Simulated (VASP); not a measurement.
# Zn in VASP: single point with LDA

Aim: the single point of Zn with LDA.

All numbers are computed with VASP 6.6.1; they aren't measurements. Logs are shortened: lines on timing, memory, paths and dates and some standing lists are left out, and cuts for length are marked.

## Step 1: The cell of the first run

The cell holds a slab with vacuum, 6 atoms: a = 2.575 Å, b = 4.711 Å, c = 21.203 Å, α = 90.00°, β = 90.00°, γ = 90.00°.

## Step 2: Single point, LDA

Input file INCAR:

```
  PREC = Accurate
  ENCUT = 520
  EDIFF = 1E-7
  ISMEAR = -1
  SIGMA = 0.08
  LREAL = False
  LASPH = True
  NELM = 60
  ALGO = Normal
  ISIF = 2
  LWAVE = False
  LCHARG = False
  LDIPOL = True
  IDIPOL = 3
  DIPOL = 0.5 0.5 0.500
  GGA = CA
  NBANDS = 45
```

Input file KPOINTS:

```
regular mesh
0
Gamma
  14 8 1
```

Input file POSCAR:

```
Zn
1.0
    2.5748926521      0.0000000000      0.0000000000
    0.0000000000      4.7112279034      0.0000000000
    0.0000000000      0.0000000000     21.2032000000
Zn
6
Direct
    0.7500000000      0.7500000000      0.3773026622
    0.2500000000      0.2500000000      0.4123590447
    0.2500000000      0.7500000000      0.4824718088
    0.7500000000      0.2500000000      0.5175281912
    0.7500000000      0.7500000000      0.5876409553
    0.2500000000      0.2500000000      0.6226973378
```

Potentials or basis: VASP PAW LDA potentials, release 64 (Zn).

Command:

```bash
cat potpaw_LDA.64/Zn/POTCAR > POTCAR
mpirun -np 1 vasp_std > vasp.out
```

OUTCAR:

```text
PREC = Accurate
   ENCUT = 520
   EDIFF = 1E-7
   ISMEAR = -1
   LREAL = False
   LASPH = True
   NELM = 60
   ISIF = 2
   GGA = CA

 ion  position               nearest neighbor table
   1  0.750  0.750  0.377-   3 2.57   3 2.57   2 2.79   2 2.79   2 2.79   2 2.79
   2  0.250  0.250  0.412-   4 2.57   4 2.57   3 2.79   3 2.79   1 2.79   1 2.79   1 2.79   1 2.79

   3  0.250  0.750  0.482-   5 2.57   5 2.57   1 2.57   1 2.57   2 2.79   2 2.79   4 2.79   4 2.79
                             4 2.79   4 2.79
   4  0.750  0.250  0.518-   2 2.57   2 2.57   6 2.57   6 2.57   5 2.79   5 2.79   3 2.79   3 2.79
                             3 2.79   3 2.79
   5  0.750  0.750  0.588-   3 2.57   3 2.57   4 2.79   4 2.79   6 2.79   6 2.79   6 2.79   6 2.79

   6  0.250  0.250  0.623-   4 2.57   4 2.57   5 2.79   5 2.79   5 2.79   5 2.79

  LATTYP: Found a simple orthorhombic cell.
 ALAT       =     2.5748926521
 B/A-ratio  =     1.8296793459
 C/A-ratio  =     8.2345957152

  Lattice vectors:

 A1 = (   2.5748926521,   0.0000000000,   0.0000000000)
 A2 = (   0.0000000000,   4.7112279034,   0.0000000000)
 A3 = (   0.0000000000,   0.0000000000,  21.2032000000)

Analysis of symmetry for initial positions (statically):
=====================================================================
 Subroutine PRICEL returns:
 Original cell was already a primitive cell.

 Routine SETGRP: Setting up the symmetry group for a
 simple orthorhombic supercell.

 Subroutine GETGRP returns: Found  8 space group operations
 (whereof  2 operations were pure point group operations)
 out of a pool of  8 trial point group operations.

The static configuration has the point symmetry S_2 .
 The point group associated with its full space group is D_2h.

Analysis of symmetry for dynamics (positions and initial velocities):
=====================================================================
 Subroutine PRICEL returns:
 Original cell was already a primitive cell.

 Routine SETGRP: Setting up the symmetry group for a
 simple orthorhombic supercell.

 Subroutine GETGRP returns: Found  8 space group operations
 (whereof  2 operations were pure point group operations)
 out of a pool of  8 trial point group operations.

The dynamic configuration has the point symmetry S_2 .
 The point group associated with its full space group is D_2h.

 Subroutine INISYM returns: Found  8 space group operations
 (whereof  2 operations are pure point group operations),
 and found     1 'primitive' translations

----------------------------------------------------------------------------------------

                                     Primitive cell

  volume of cell :     257.2140
[... 109 lines left out ...]
   NUPDOWN=      -1.0000    fix difference up-down
   EMIN   =  10.00;   EMAX   =-10.00  energy-range for DOS
   EFERMI =   0.00;   METHOD = LEGACY
   ISMEAR =    -1;   SIGMA  =   0.08  broadening in eV -4-tet -1-fermi 0-gaus
   EFERMI_NEDOS =   21; number of points for ismear=-14 and -15
   IALGO  =     38    algorithm
   IMIX   =      4    mixing-type and parameters
     AMIX     =   0.40;   BMIX     =  1.00
     AMIX_MAG =   1.60;   BMIX_MAG =  1.00
  volume/ion in A,a.u.               =      42.87       289.29
  Fermi-wavevector in a.u.,A,eV,Ry     =   1.070913  2.023732 15.603899  1.146854
  Thomas-Fermi vector in A             =   2.206637
   LORBIT       =      0    0 simple, 1 ext, 2 COOP (PROOUT), +10 PAW based schemes
   GGA     = CA    functional components
   LHFCALC =     F    Hartree Fock is set to
   AEXX    =    0.0000 exact exchange contribution
   IVDW    =     0    specifies the selected vdW correction
   LEPSILON=     F    determine dielectric tensor
   LRPA    =     F    only Hartree local field effects (RPA)
 non-spin polarized calculation
  energy-cutoff  :      520.00
  volume of cell :      257.21
 maximum number of plane-waves:      6970
 NGX is ok and might be reduce to    20
   NGX =  9   NGY = 17   NGZ = 79

 number of electron      71.9999913 magnetization

 dipolmoment           0.000000      0.000000      0.000000 electrons x Angstroem

 Free energy of the ion-electron system (eV)
  ---------------------------------------------------
  ext. energy  EPLUGINS =         0.00000000
  ---------------------------------------------------
  free energy    TOTEN  =        -9.66143609 eV

  energy without entropy =       -9.62967038  energy(sigma->0) =       -9.64555323

 E-fermi :  -2.0138     XC(G=0):  -4.8908

 val. band max:       -2.1143068823   @ k =   0.0714   0.5000   0.0000
 cond. band min:      -1.9602983399   @ k =   0.4286   0.2500   0.0000
 fundamental gap:      0.1540085424
 Fermi energy:        -2.0137555415

 k-point     1 :       0.0000    0.0000    0.0000
  band No.  band energies     occupation
      1     -12.5129      2.00000
      2     -10.8998      2.00000
      3     -10.6668      2.00000
      4     -10.5725      2.00000
      5     -10.5432      2.00000
      6     -10.3276      2.00000
[... 1141 lines left out ...]
     44       3.3831      0.00000
     45       4.7032      0.00000

 [... further k-points ...]

------------------------ aborting loop because EDIFF is reached ----------------------------------------

 vacuum level on the upper side and lower side of the slab       (xc-potential included)        -0.007        -0.007

  FORCE on cell =-STRESS in cart. coord.  units (eV):
  Direction    XX          YY          ZZ          XY          YZ          ZX
  --------------------------------------------------------------------------------------
  -------------------------------------------------------------------------------------
  Total       -4.1625744     -3.3636714      1.9522995      0.0000000      0.0000000      0.0000000
  in kB      -25.9285327    -20.9521937     12.1608062      0.0000000      0.0000000      0.0000000
  external PRESSURE =     -11.5733068 kB  Pullay stress =       0.0000000 kB

 VOLUME and BASIS-vectors are now :
 -----------------------------------------------------------------------------
  energy-cutoff  :      520.00
  volume of cell :      257.21
      direct lattice vectors                 reciprocal lattice vectors
     2.574892652  0.000000000  0.000000000     0.388365705  0.000000000  0.000000000
     0.000000000  4.711227903  0.000000000     0.000000000  0.212258889  0.000000000
     0.000000000  0.000000000 21.203200000     0.000000000  0.000000000  0.047162692

 POSITION                                       TOTAL-FORCE (eV/Angst)
 -----------------------------------------------------------------------------------
      1.93117      3.53342      8.00002        -0.000000     -0.000000      0.051839
      0.64372      1.17781      8.74333         0.000000      0.000000     -0.650657
      0.64372      3.53342     10.22995         0.000000      0.000000      0.270963
      1.93117      1.17781     10.97325        -0.000000      0.000000     -0.270963
      1.93117      3.53342     12.45987        -0.000000      0.000000      0.650657
      0.64372      1.17781     13.20318         0.000000      0.000000     -0.051839
 -----------------------------------------------------------------------------------
    total drift:                               -0.000000      0.000000      0.000000

  FREE ENERGIE OF THE ION-ELECTRON SYSTEM (eV)
  ---------------------------------------------------
  free  energy   TOTEN  =        -9.6614360851 eV

  energy  without entropy=       -9.6296703783  energy(sigma->0) =       -9.64555323

 vacuum level on the upper side and lower side of the slab         2.624         2.624
```

stdout:

```text
POSCAR found type information on POSCAR Zn
 POSCAR found :  1 types and       6 ions
 scaLAPACK will be used
 LDA part: xc-table for (Slater(with rela. corr.)+CA(PZ))
 , standard interpolation
 POSCAR, INCAR and KPOINTS ok, starting setup
 FFT: planning ... GRIDC
 FFT: planning ... GRID_SOFT
 FFT: planning ... GRID
 WAVECAR not read
 entering main loop
```

Wall time 6.3 min (1 thread of AMD EPYC 9R45 (Zen 5), shared host); peak memory 0.43 GiB.

What came out:

```yaml
Free_energy: -9.6614 eV
Largest_force: 0.651 eV/Å
Band_gap_on_the_k_mesh: zero (bands 36 and 37 overlap by 1.85 eV)
```

Forces in eV/Å, atoms in the order of the input:
```
Zn   0.000  0.000  0.052
Zn   0.000  0.000 -0.651
Zn   0.000  0.000  0.271
Zn   0.000  0.000 -0.271
Zn   0.000  0.000  0.651
Zn   0.000  0.000 -0.052
```

The gap in the log of VASP goes by the Fermi energy; the results here count the filled bands.